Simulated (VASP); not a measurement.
# NiO (series) (Fm-3m) in VASP: notebook, part 2 of 2

VASP 6.6.1. The steps go on from the part before.

## Step 3: Single point, PBE, collinear spin, antiferromagnetic start

Contents of INCAR:

```
SYSTEM = NiO
ALGO = Normal
EDIFF = 1E-6
ENCUT = 600
GGA = PE
GGA_COMPAT = .FALSE.
ISIF = 2
ISMEAR = 0
ISPIN = 2
LASPH = .TRUE.
LCHARG = .FALSE.
LMAXMIX = 4
LORBIT = 11
LREAL = .FALSE.
LWAVE = .FALSE.
MAGMOM = 1.47 -1.47 0 0
NBANDS = 28
NELM = 200
PREC = Accurate
SIGMA = 0.1
```

Contents of KPOINTS:

```
k-points
0
G
  12 12 8
  0 0 0
```

Contents of POSCAR:

```
NiO
1.0
    0.0000000000      2.0859016410     -2.0859016410
    0.0000000000      2.0859016410      2.0859016410
    4.1718032830      0.0000000000      0.0000000000
Ni O
2 2
Direct
    0.0000000000      0.0000000000      0.0000000000
    0.5000000000      0.5000000000      0.5000000000
    0.0000000000      1.0000000000      0.5000000000
    0.5000000000      1.5000000000      1.0000000000
```

Potentials or basis: VASP PAW PBE potentials, release 64 (Ni, O).

Run with:

```bash
$ cat potpaw_PBE.64/Ni/POTCAR potpaw_PBE.64/O/POTCAR > POTCAR
$ mpirun -np 1 vasp_std > vasp.out
```

OUTCAR:

```text
SYSTEM = NiO
   EDIFF = 1E-6
   ENCUT = 600
   GGA = PE
   ISIF = 2
   ISMEAR = 0
   ISPIN = 2
   LASPH = .TRUE.
   LORBIT = 11
   LREAL = .FALSE.
   NELM = 200
   PREC = Accurate

 ion  position               nearest neighbor table
   1  0.000  0.000  0.000-   4 2.09   4 2.09   4 2.09   4 2.09   3 2.09   3 2.09   2 2.95   2 2.95
                             2 2.95   2 2.95   2 2.95   2 2.95   2 2.95   2 2.95
   2  0.500  0.500  0.500-   3 2.09   3 2.09   3 2.09   3 2.09   4 2.09   4 2.09   1 2.95   1 2.95
                             1 2.95   1 2.95   1 2.95   1 2.95   1 2.95   1 2.95
   3  0.000  0.000  0.500-   2 2.09   2 2.09   2 2.09   2 2.09   1 2.09   1 2.09
   4  0.500  0.500  0.000-   1 2.09   1 2.09   1 2.09   1 2.09   2 2.09   2 2.09

  LATTYP: Found a simple tetragonal cell.
 ALAT       =     2.9499103905
 C/A-ratio  =     1.4142135627

  Lattice vectors:

 A1 = (   0.0000000000,   2.0859016410,  -2.0859016410)
 A2 = (   0.0000000000,   2.0859016410,   2.0859016410)
 A3 = (   4.1718032830,   0.0000000000,   0.0000000000)

Analysis of symmetry for initial positions (statically):
=====================================================================
 Subroutine PRICEL returns following result:

  LATTYP: Found a face centered cubic cell.
 ALAT       =     4.1718032825
[... 12 lines left out ...]
 Subroutine GETGRP returns: Found 16 space group operations
 (whereof 16 operations were pure point group operations)
 out of a pool of 16 trial point group operations.

The static configuration has the point symmetry D_4h.

Analysis of symmetry for dynamics (positions and initial velocities):
=====================================================================
 Subroutine PRICEL returns following result:

  LATTYP: Found a face centered cubic cell.
 ALAT       =     4.1718032825
[... 12 lines left out ...]
 Subroutine GETGRP returns: Found 16 space group operations
 (whereof 16 operations were pure point group operations)
 out of a pool of 16 trial point group operations.

The dynamic configuration has the point symmetry D_4h.

[... 174 lines left out ...]

 val. band max:        8.0143311177   @ k =   0.4167   0.1667   0.3750
 cond. band min:       8.0221244153   @ k =   0.5000   0.0833   0.1250
 fundamental gap:      0.0077932976
 Fermi energy:         8.0217895561

 spin component 1

 k-point     1 :       0.0000    0.0000    0.0000
  band No.  band energies     occupation
      1     -12.2685      1.00000
      2     -10.7901      1.00000
      3       1.1579      1.00000
      4       3.8162      1.00000
      5       3.8162      1.00000
      6       4.6661      1.00000
[... 733 lines left out ...]
     27      24.8465      0.00000
     28      26.5302      0.00000

 [... further k-points ...]

 spin component 2

 k-point     1 :       0.0000    0.0000    0.0000
  band No.  band energies     occupation
      1     -12.2685      1.00000
      2     -10.7901      1.00000
      3       1.1579      1.00000
      4       3.8162      1.00000
      5       3.8162      1.00000
      6       4.6661      1.00000
[... 733 lines left out ...]
     27      24.8465      0.00000
     28      26.5302      0.00000

 [... further k-points ...]

------------------------ aborting loop because EDIFF is reached ----------------------------------------

  FORCE on cell =-STRESS in cart. coord.  units (eV):
  Direction    XX          YY          ZZ          XY          YZ          ZX
  --------------------------------------------------------------------------------------
  -------------------------------------------------------------------------------------
  Total        1.2450536      1.1342300      1.1342300      0.0000000      0.0000000      0.0000000
  in kB       54.9486667     50.0576266     50.0576266      0.0000000      0.0000000      0.0000000
  external PRESSURE =      51.6879733 kB  Pullay stress =       0.0000000 kB

 VOLUME and BASIS-vectors are now :
 -----------------------------------------------------------------------------
  energy-cutoff  :      600.00
  volume of cell :       36.30
      direct lattice vectors                 reciprocal lattice vectors
     0.000000000  2.085901641 -2.085901641     0.000000000  0.239704495 -0.239704495
     0.000000000  2.085901641  2.085901641     0.000000000  0.239704495  0.239704495
     4.171803283  0.000000000  0.000000000     0.239704495  0.000000000  0.000000000

 POSITION                                       TOTAL-FORCE (eV/Angst)
 -----------------------------------------------------------------------------------
      0.00000      0.00000      0.00000        -0.000000      0.000000     -0.000000
      2.08590      2.08590      0.00000        -0.000000      0.000000     -0.000000
      2.08590      0.00000      0.00000        -0.000000      0.000000      0.000000
      0.00000      2.08590      0.00000         0.000000     -0.000000     -0.000000
 -----------------------------------------------------------------------------------
    total drift:                               -0.000000     -0.000000     -0.000000

  FREE ENERGIE OF THE ION-ELECTRON SYSTEM (eV)
  ---------------------------------------------------
  free  energy   TOTEN  =       -22.8748168308 eV

  energy  without entropy=      -22.8564463857  energy(sigma->0) =      -22.86563161

 total charge

# of ion       s       p       d       tot
------------------------------------------
    1        0.333   0.407   8.257   8.996
    2        0.333   0.407   8.257   8.996
    3        1.556   3.421   0.000   4.977
    4        1.556   3.421   0.000   4.977
--------------------------------------------------
tot          3.777   7.655  16.514  27.946

 magnetization (x)

# of ion       s       p       d       tot
------------------------------------------
    1        0.016   0.019   1.320   1.355
    2       -0.016  -0.019  -1.320  -1.355
    3       -0.009  -0.072   0.000  -0.081
    4        0.009   0.072   0.000   0.081
--------------------------------------------------
tot          0.000   0.000   0.000   0.000
```

OSZICAR:

```text
N       E                     dE             d eps       ncg     rms          rms(c)
DAV:   1     0.269861474514E+03    0.26986E+03   -0.16043E+04 16480   0.168E+03
DAV:   2    -0.427841428718E-01   -0.26990E+03   -0.24168E+03 16140   0.360E+02
DAV:   3    -0.267848467282E+02   -0.26742E+02   -0.24998E+02 17252   0.120E+02
DAV:   4    -0.273624788406E+02   -0.57763E+00   -0.57442E+00 16804   0.176E+01
DAV:   5    -0.273755844195E+02   -0.13106E-01   -0.13103E-01 19172   0.260E+00    0.208E+01
DAV:   6    -0.249239409510E+02    0.24516E+01   -0.17552E+01 20720   0.807E+01    0.242E+01
DAV:   7    -0.228756736593E+02    0.20483E+01   -0.61663E+00 18532   0.674E+01    0.852E+00
DAV:   8    -0.228697515154E+02    0.59221E-02   -0.82397E-01 21420   0.101E+01    0.506E+00
DAV:   9    -0.228728202528E+02   -0.30687E-02   -0.83884E-02 23940   0.420E+00    0.118E+00
DAV:  10    -0.228734215260E+02   -0.60127E-03   -0.14070E-02 19284   0.149E+00    0.317E-01
DAV:  11    -0.228743490937E+02   -0.92757E-03   -0.15220E-03 21952   0.377E-01    0.331E-01
DAV:  12    -0.228747002295E+02   -0.35114E-03   -0.34385E-04 21316   0.411E-01    0.249E-01
DAV:  13    -0.228747593723E+02   -0.59143E-04   -0.96375E-04 23000   0.771E-01    0.102E-01
DAV:  14    -0.228748119106E+02   -0.52538E-04   -0.59225E-04 23648   0.332E-01    0.332E-02
DAV:  15    -0.228748173519E+02   -0.54413E-05   -0.38427E-05 18544   0.699E-02    0.146E-02
DAV:  16    -0.228748168308E+02    0.52110E-06   -0.27714E-06 15476   0.330E-02
   1 F= -.22874817E+02 E0= -.22865632E+02  d E =-.183704E-01  mag=    -0.0000
```

Run time: 7.1 min. Hardware: 1 thread of AMD EPYC 7R13, shared host; peak memory 0.32 GiB.

What came out:

- Free energy: -22.8748 eV
- Pressure: 5.2 GPa
- Band gap on the k mesh: zero (filled and empty bands overlap)
- Net moment: 0.00 μB per cell
- Site moments: Ni +1.35, -1.35; O -0.08, +0.08 μB
- Valence electrons inside the program's atomic spheres: Ni 9.00; O 4.98

Caveat: semilocal functionals often make such compounds metallic where correlation or magnetic order opens a gap, which also shifts bond lengths. With open d or f shells a metallic result of PBE can be an artefact of self-interaction; +U or a hybrid may open a gap.
